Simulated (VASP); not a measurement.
# AlN (P6_3mc) in VASP: a series of runs

The runs below take AlN through single point, with PBE.

All numbers are computed with VASP 6.6.1; they aren't measurements. Logs are shortened: lines on timing, memory, paths and dates and some standing lists are left out, and cuts for length are marked.

### Step 1. The cell of the first run

It takes space group P6_3mc (No. 186, hexagonal). The conventional cell has a = 3.116 Å, b = 3.116 Å, c = 4.990 Å, α = 90.00°, β = 90.00°, γ = 120.00°. Within 2.5 Å of Al (site symmetry 3m) lie 4 N at 1.89 to 1.91 Å. Within 2.5 Å of N (site symmetry 3m) lie 4 Al at 1.89 to 1.91 Å.

### Step 2. Single point, PBE

File INCAR:

```
PREC     = Accurate       # precision mode
ENCUT    = 520            # plane-wave cutoff, eV
EDIFF    = 1E-6           # SCF threshold, eV
ISMEAR   = 0              # smearing method
SIGMA    = 0.02           # smearing width, eV
LREAL    = F              # projectors in reciprocal space
LASPH    = T              # aspherical terms in the spheres
NELM     = 100            # most SCF steps
ALGO     = Normal         # electronic algorithm
ISIF     = 2              # what is computed and relaxed
LWAVE    = F              # write WAVECAR
LCHARG   = T              # write CHGCAR
GGA      = PE             # functional
LELF     = T              # ELF
LVHAR    = T            
NBANDS   = 16             # bands
```

File KPOINTS:

```
Automatic mesh
0
Gamma
  12 12 6
```

File POSCAR:

```
AlN
1.0
    3.1155098305      0.0000000000      0.0000000000
   -1.5577549152      2.6981106590      0.0000000000
    0.0000000000      0.0000000000      4.9895240657
Al N
2 2
Direct
    0.6666666667      0.3333333333      0.4990883635
    0.3333333333      0.6666666667      0.9990883635
    0.6666666667      0.3333333333      0.8809116365
    0.3333333333      0.6666666667      0.3809116365
```

Potentials or basis: VASP PAW PBE potentials, release 64 (Al, N).

Run with:

```console
cat potpaw_PBE.64/Al/POTCAR potpaw_PBE.64/N/POTCAR > POTCAR
mpirun -np 1 vasp_std > vasp.out
```

OUTCAR:

```text
PREC = Accurate
   ENCUT = 520
   EDIFF = 1E-6
   ISMEAR = 0
   LREAL = F
   LASPH = T
   NELM = 100
   ISIF = 2
   GGA = PE

 ion  position               nearest neighbor table
   1  0.667  0.333  0.499-   4 1.89   4 1.89   4 1.89   3 1.91   2 3.08   2 3.08   2 3.08   2 3.08
                             2 3.08   2 3.08
   2  0.333  0.667  0.999-   3 1.89   3 1.89   3 1.89   4 1.91   1 3.08   1 3.08   1 3.08   1 3.08
                             1 3.08   1 3.08
   3  0.667  0.333  0.881-   2 1.89   2 1.89   2 1.89   1 1.91
   4  0.333  0.667  0.381-   1 1.89   1 1.89   1 1.89   2 1.91

  LATTYP: Found a hexagonal cell.
 ALAT       =     3.1155098305
 C/A-ratio  =     1.6015112573

  Lattice vectors:

 A1 = (   3.1155098305,   0.0000000000,   0.0000000000)
 A2 = (  -1.5577549152,   2.6981106590,   0.0000000000)
 A3 = (   0.0000000000,   0.0000000000,   4.9895240657)

Analysis of symmetry for initial positions (statically):
=====================================================================
 Subroutine PRICEL returns:
 Original cell was already a primitive cell.

 Routine SETGRP: Setting up the symmetry group for a
 hexagonal supercell.

 Subroutine GETGRP returns: Found 12 space group operations
 (whereof  6 operations were pure point group operations)
 out of a pool of 24 trial point group operations.

The static configuration has the point symmetry C_3v.
 The point group associated with its full space group is C_6v.

Analysis of symmetry for dynamics (positions and initial velocities):
=====================================================================
 Subroutine PRICEL returns:
 Original cell was already a primitive cell.

 Routine SETGRP: Setting up the symmetry group for a
 hexagonal supercell.

 Subroutine GETGRP returns: Found 12 space group operations
 (whereof  6 operations were pure point group operations)
 out of a pool of 24 trial point group operations.

The dynamic configuration has the point symmetry C_3v.
 The point group associated with its full space group is C_6v.

 Subroutine INISYM returns: Found 12 space group operations
 (whereof  6 operations are pure point group operations),
 and found     1 'primitive' translations

----------------------------------------------------------------------------------------

                                     Primitive cell

  volume of cell :      41.9419

  direct lattice vectors                    reciprocal lattice vectors
     3.115509831  0.000000000  0.000000000     0.320974754  0.185314860  0.000000000
    -1.557754915  2.698110659  0.000000000     0.000000000  0.370629721  0.000000000
     0.000000000  0.000000000  4.989524066     0.000000000  0.000000000  0.200419917

  length of vectors
     3.115509831  3.115509831  4.989524066     0.370629721  0.370629721  0.200419917

  position of ions in fractional coordinates (direct lattice)
     0.666666667  0.333333333  0.499088364
     0.333333333  0.666666667  0.999088364
     0.666666667  0.333333333  0.880911637
     0.333333333  0.666666667  0.380911637

  ion indices of the primitive-cell ions
   primitive index   ion index
                 1           1
                 2           2
                 3           3
                 4           4

----------------------------------------------------------------------------------------

 KPOINTS: Automatic mesh

Automatic generation of k-mesh.
 Grid dimensions read from file:
 generate k-points for:   12   12    6

 Generating k-lattice:

  Cartesian coordinates                     Fractional coordinates (reciprocal lattice)
     0.026747896  0.015442905  0.000000000     0.083333333 -0.000000000  0.000000000
     0.000000000  0.030885810  0.000000000     0.000000000  0.083333333  0.000000000
     0.000000000  0.000000000  0.033403320     0.000000000  0.000000000  0.166666667

  Length of vectors
     0.030885810  0.030885810  0.033403320

  Shift w.r.t. Gamma in fractional coordinates (k-lattice)
     0.000000000  0.000000000  0.000000000

 Subroutine IBZKPT returns following result:
 ===========================================

 Found     76 irreducible k-points:

 Following reciprocal coordinates:
            Coordinates               Weight
  0.000000  0.000000  0.000000      1.000000
  0.083333  0.000000  0.000000      6.000000
  0.166667  0.000000  0.000000      6.000000
  0.250000  0.000000  0.000000      6.000000
  0.333333  0.000000  0.000000      6.000000
  0.416667  0.000000  0.000000      6.000000
[... 16 lines left out ...]
  0.250000  0.000000  0.166667     12.000000
  0.333333  0.000000  0.166667     12.000000
 [... further k-points ...]
   k-points           NKPTS =     76   k-points in BZ     NKDIM =     76   number of bands    NBANDS=     16
   number of dos      NEDOS =    301   number of ions     NIONS =      4
   total plane-waves  NPLWV =  23040
   dimension x,y,z NGX =    24 NGY =   24 NGZ =   40
   dimension x,y,z NGXF=    48 NGYF=   48 NGZF=   80
   ions per type =               2   2
   NGX,Y,Z   is equivalent  to a cutoff of  12.81, 12.81, 13.33 a.u.
   NGXF,Y,Z  is equivalent  to a cutoff of  25.61, 25.61, 26.66 a.u.
 SYSTEM =  unknown system
   PREC   = accura    normal or accurate (medium, high low for compatibility)
   ISTART =      0    job   : 0-new  1-cont  2-samecut
   ICHARG =      2    charge: 1-file 2-atom 10-const
   ISPIN  =      1    spin polarized calculation?
   LNONCOLLINEAR =      F non collinear calculations
   LSORBIT =      F    spin-orbit coupling
   LASPH  =      T    aspherical Exc in radial PAW
   ENCUT  =  520.0 eV  38.22 Ry    6.18 a.u.   5.79  5.79  9.28*2*pi/ulx,y,z
   NELM   =    100;   NELMIN=  2; NELMDL= -5     # of ELM steps
   EDIFF  = 0.1E-05   stopping-criterion for ELM
   LREAL  =      F    real-space projection
   EDIFFG = 0.1E-04   stopping-criterion for IOM
   NSW    =      0    number of steps for IOM
   IBRION =     -1    ionic relax: 0-MD 1-quasi-New 2-CG
   NFREE  =      0    steps in history (QN), initial steepest desc. (CG)
   ISIF   =      2    stress and relaxation
   ISYM   =      2    0-nonsym 1-usesym 2-fastsym
   POTIM  = 0.5000    time-step for ionic-motion
   TEBEG  =    0.0;   TEEND  =   0.0 temperature during run
   PSTRESS=    0.0 pullay stress
   NELECT =      16.0000    total number of electrons
   NUPDOWN=      -1.0000    fix difference up-down
   EMIN   =  10.00;   EMAX   =-10.00  energy-range for DOS
   EFERMI =   0.00;   METHOD = LEGACY
   ISMEAR =     0;   SIGMA  =   0.02  broadening in eV -4-tet -1-fermi 0-gaus
   EFERMI_NEDOS =   21; number of points for ismear=-14 and -15
   IALGO  =     38    algorithm
   IMIX   =      4    mixing-type and parameters
     AMIX     =   0.40;   BMIX     =  1.00
     AMIX_MAG =   1.60;   BMIX_MAG =  1.00
  volume/ion in A,a.u.               =      10.49        70.76
  Fermi-wavevector in a.u.,A,eV,Ry     =   1.187314  2.243698 19.180322  1.409714
  Thomas-Fermi vector in A             =   2.323468
   LORBIT       =      0    0 simple, 1 ext, 2 COOP (PROOUT), +10 PAW based schemes
   GGA     = PE    functional components
   LHFCALC =     F    Hartree Fock is set to
   AEXX    =    0.0000 exact exchange contribution
   IVDW    =     0    specifies the selected vdW correction
   LEPSILON=     F    determine dielectric tensor
   LRPA    =     F    only Hartree local field effects (RPA)
 non-spin polarized calculation
 Gauss-broadening in eV      SIGMA  =   0.02
  energy-cutoff  :      520.00
  volume of cell :       41.94
 maximum number of plane-waves:      1152
 NGX is ok and might be reduce to    24
   NGX = 11   NGY = 11   NGZ = 19

 number of electron      15.9999997 magnetization

 Free energy of the ion-electron system (eV)
  ---------------------------------------------------
  ext. energy  EPLUGINS =         0.00000000
  ---------------------------------------------------
  free energy    TOTEN  =       -29.77531498 eV

  energy without entropy =      -29.77531498  energy(sigma->0) =      -29.77531498

 E-fermi :   6.2874     XC(G=0): -10.8924

 val. band max:        6.1158631813   @ k =   0.0000   0.0000   0.0000
 cond. band min:      10.2850854193   @ k =   0.0000   0.0000   0.0000
 fundamental gap:      4.1692222380
 Fermi energy:         6.2874257323

 k-point     1 :       0.0000    0.0000    0.0000
  band No.  band energies     occupation
      1      -9.0494      2.00000
      2      -6.9165      2.00000
      3       0.1396      2.00000
      4       5.2503      2.00000
      5       5.2503      2.00000
      6       5.8992      2.00000
[... 8 lines left out ...]
     15      19.2118      0.00000
     16      19.2118      0.00000

 k-point     2 :       0.0833    0.0000    0.0000
  band No.  band energies     occupation
      1      -8.9613      2.00000
      2      -6.8665      2.00000
      3       0.2446      2.00000
      4       4.8391      2.00000
      5       5.1340      2.00000
      6       5.4864      2.00000
[... 8 lines left out ...]
     15      19.2498      0.00000
     16      19.2873      0.00000

 k-point     3 :       0.1667    0.0000    0.0000
  band No.  band energies     occupation
      1      -8.7045      2.00000
      2      -6.7300      2.00000
      3       0.5542      2.00000
      4       3.8367      2.00000
      5       4.6130      2.00000
      6       4.8606      2.00000
[... 8 lines left out ...]
     15      18.4394      0.00000
     16      18.8855      0.00000

 k-point     4 :       0.2500    0.0000    0.0000
  band No.  band energies     occupation
      1      -8.3047      2.00000
      2      -6.5493      2.00000
      3       1.0498      2.00000
      4       2.6676      2.00000
      5       3.6530      2.00000
      6       4.5465      2.00000
[... 8 lines left out ...]
     15      18.1775      0.00000
     16      19.3671      0.00000
[... 324 lines left out ...]
 k-point    22 :       0.1667    0.0000    0.1667
  band No.  band energies     occupation
      1      -8.6036      2.00000
      2      -6.9126      2.00000
      3       0.8528      2.00000
      4       3.9030      2.00000
      5       4.3830      2.00000
      6       4.9175      2.00000
[... 8 lines left out ...]
     15      18.5806      0.00000
     16      19.0074      0.00000

 k-point    23 :       0.2500    0.0000    0.1667
  band No.  band energies     occupation
      1      -8.2111      2.00000
      2      -6.7022      2.00000
      3       1.1939      2.00000
      4       2.8302      2.00000
      5       3.4768      2.00000
      6       4.6125      2.00000
[... 8 lines left out ...]
     15      18.4407      0.00000
     16      19.4300      0.00000

 k-point    24 :       0.3333    0.0000    0.1667
  band No.  band energies     occupation
      1      -7.7329      2.00000
      2      -6.5103      2.00000
      3       1.2182      2.00000
      4       2.1820      2.00000
      5       2.7861      2.00000
      6       4.3458      2.00000
[... 8 lines left out ...]
     15      18.4885      0.00000
     16      20.3727      0.00000

 [... further k-points ...]

------------------------ aborting loop because EDIFF is reached ----------------------------------------

  FORCE on cell =-STRESS in cart. coord.  units (eV):
  Direction    XX          YY          ZZ          XY          YZ          ZX
  --------------------------------------------------------------------------------------
  -------------------------------------------------------------------------------------
  Total        0.7144453      0.7144453      0.7306865      0.0000000     -0.0000000      0.0000000
  in kB       27.2917625     27.2917625     27.9121738      0.0000000     -0.0000000      0.0000000
  external PRESSURE =      27.4985663 kB  Pullay stress =       0.0000000 kB

 VOLUME and BASIS-vectors are now :
 -----------------------------------------------------------------------------
  energy-cutoff  :      520.00
  volume of cell :       41.94
      direct lattice vectors                 reciprocal lattice vectors
     3.115509831  0.000000000  0.000000000     0.320974754  0.185314860  0.000000000
    -1.557754915  2.698110659  0.000000000     0.000000000  0.370629721  0.000000000
     0.000000000  0.000000000  4.989524066     0.000000000  0.000000000  0.200419917

 POSITION                                       TOTAL-FORCE (eV/Angst)
 -----------------------------------------------------------------------------------
      1.55775      0.89937      2.49021        -0.000000      0.000000      0.001343
     -0.00000      1.79874      4.98498         0.000000     -0.000000      0.001343
      1.55775      0.89937      4.39533        -0.000000      0.000000     -0.001343
     -0.00000      1.79874      1.90057         0.000000     -0.000000     -0.001343
 -----------------------------------------------------------------------------------
    total drift:                               -0.000000      0.000000      0.000432

  FREE ENERGIE OF THE ION-ELECTRON SYSTEM (eV)
  ---------------------------------------------------
  free  energy   TOTEN  =       -29.7753149783 eV

  energy  without entropy=      -29.7753149783  energy(sigma->0) =      -29.77531498
```

It took 53 s on 1 thread of Intel Xeon 8259CL, shared host; peak memory 0.18 GiB.

What came out:

| Property | Result |
| --- | --- |
| Free energy | -29.7753 eV |
| Pressure | 2.7 GPa |
| Band gap on the k mesh | 4.17 eV |

Levels at points of the mesh, in eV from the valence-band top:
```
           k point  band 6  band 7  band 8  band 9  band 10  band 11
(0.00, 0.00, 0.00)   -0.22   -0.22    0.00    4.17     6.62    10.58
(0.50, 0.00, 0.00)   -2.09   -1.77   -0.69    5.80     5.80     8.15
(0.00, 0.00, 0.50)   -0.55   -0.55   -0.55    6.43     6.43    10.29
(0.50, 0.00, 0.50)   -1.47   -1.36   -1.36    5.29     5.29     9.23
```

A k mesh can miss the band edges.

### Step 3. Single point, PBE

This run uses another cell than the first one, of 10.82 Å³/atom.

File INCAR:

```
SYSTEM = AlN
PREC = Accurate
ENCUT = 520
EDIFF = 1E-7
ISMEAR = 0
SIGMA = 0.02
LREAL = .FALSE.
LASPH = .TRUE.
NELM = 60
ALGO = Normal
ISIF = 2
LWAVE = .FALSE.
LCHARG = .TRUE.
GGA = PE
LELF = .TRUE.
LVHAR = .TRUE.
NBANDS = 16
```

File KPOINTS:

```
Automatic mesh
0
G
  12 12 6
  0 0 0
```

File POSCAR:

```
AlN
1.0
    3.1463184603      0.0000000000      0.0000000000
   -1.5731592301      2.7247917150      0.0000000000
    0.0000000000      0.0000000000      5.0485654008
Al N
2 2
Direct
    0.6666666667      0.3333333333      0.4993726920
    0.3333333333      0.6666666667      0.9993726920
    0.6666666667      0.3333333333      0.8806273080
    0.3333333333      0.6666666667      0.3806273080
```

Potentials or basis: VASP PAW PBE potentials, release 64 (Al, N).

Run with:

```console
cat potpaw_PBE.64/Al/POTCAR potpaw_PBE.64/N/POTCAR > POTCAR
mpirun -np 1 vasp_std > vasp.out
```

Wall time 61 s (1 thread of Intel Xeon 8259CL, shared host); peak memory 0.18 GiB.

It converged, with:

```
Free energy            : -29.7729 eV
Pressure               : -3.3 GPa
Band gap on the k mesh : 3.91 eV
```

Stress tensor (GPa, compression positive):
```
-3.34  0.00  0.00
 0.00 -3.34  0.00
 0.00  0.00 -3.26
```

Levels at points of the mesh, in eV from the valence-band top:
```csv
k point,band 5,band 6,band 7,band 8,band 9,band 10,band 11,band 12
"(0.00, 0.00, 0.00)",-0.82,-0.19,-0.19,0.00,3.91,6.38,10.32,10.92
"(0.50, 0.00, 0.00)",-3.25,-2.02,-1.72,-0.67,5.71,5.72,7.89,10.03
"(0.00, 0.00, 0.50)",-0.52,-0.52,-0.52,-0.52,6.18,6.18,10.04,10.04
"(0.50, 0.00, 0.50)",-1.42,-1.42,-1.33,-1.33,5.19,5.19,9.05,9.05
```

Caveat: the cell stands under tension.
